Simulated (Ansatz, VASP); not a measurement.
## One calculation of Ga2H, two programs

File INCAR:

```
SYSTEM = Ga2H
PREC = Accurate ; ENCUT = 520
EDIFF = 1E-6 ; ISMEAR = 0
SIGMA = 0.1 ; LREAL = .False.
LASPH = .True. ; NELM = 80
ALGO = Normal ; ISIF = 2
LWAVE = .False. ; LCHARG = .False.
GGA = PE ; NBANDS = 36
```

KPOINTS

```
regular mesh
0
Gamma
  6 6 6
  0 0 0
```

Contents of POSCAR:

```
Ga2H
1.0
    3.1337605900      1.8092775200      3.0952806000
   -3.1337605900      1.8092775200      3.0952806000
    0.0000000000     -3.6185550400      3.0952806000
Ga H
4 2
Direct
    0.0000000000      0.0000000000      0.0000000000
    0.5000000000      0.5000000000      0.0000000000
    0.0000000000      0.5000000000      0.5000000000
    0.5000000000      0.0000000000      0.5000000000
    0.8439558500      0.8439558500      0.8439558500
    0.1560441500      0.1560441500      0.1560441500
```

Input for Ansatz:

```yaml
crystal:
  lattice:
    - [3.13376059, 1.80927752, 3.0952806]
    - [-3.13376059, 1.80927752, 3.0952806]
    - [0.0, -3.61855504, 3.0952806]
  atoms:
    - { symbol: Ga, position: [0.0, 0.0, 0.0] }
    - { symbol: Ga, position: [0.5, 0.5, 0.0] }
    - { symbol: Ga, position: [0.0, 0.5, 0.5] }
    - { symbol: Ga, position: [0.5, 0.0, 0.5] }
    - { symbol: H, position: [0.84395585, 0.84395585, 0.84395585] }
    - { symbol: H, position: [0.15604415, 0.15604415, 0.15604415] }
basis:
  ecutwfc: 420
kpoints:
  mp_grid: { grid: [6, 6, 6] }
hamiltonian:
  xc: pbe
scf:
  occupations: { method: gaussian, width: 0.1 }
  lower_state_search: "off"
output:
  forces: true
  stress: true
  eigenvalues: true
```

Alike in both runs: task single point; functional PBE; k mesh 6 × 6 × 6; occupations gaussian, width 0.1 eV; no spin polarisation.

|  | VASP | Ansatz |
| --- | --- | --- |
| version | VASP 6.6.1 | Ansatz 0.2.0 |
| potentials or method | VASP PAW PBE potentials, release 64 (Ga_d, H), cutoff 520 eV | scalar-relativistic, plane waves, PAW |
| valence electrons in the cell | 54 | 54 |

```tsv
	VASP	Ansatz	Ansatz less VASP
gap on the k mesh at the Fermi level (eV)	none	none	-
pressure (GPa)	-0.6	-0.6	+0.08
traceless stress, the component that is largest in VASP (GPa)	7.96	8.10	+0.135
rms of the force components (eV/Å)	0.782	0.796	+0.0136
```

Atom by atom the forces differ by 0.014 eV/Å (rms over components). A gap of «none» marks a metal or a gap that the smearing closes.
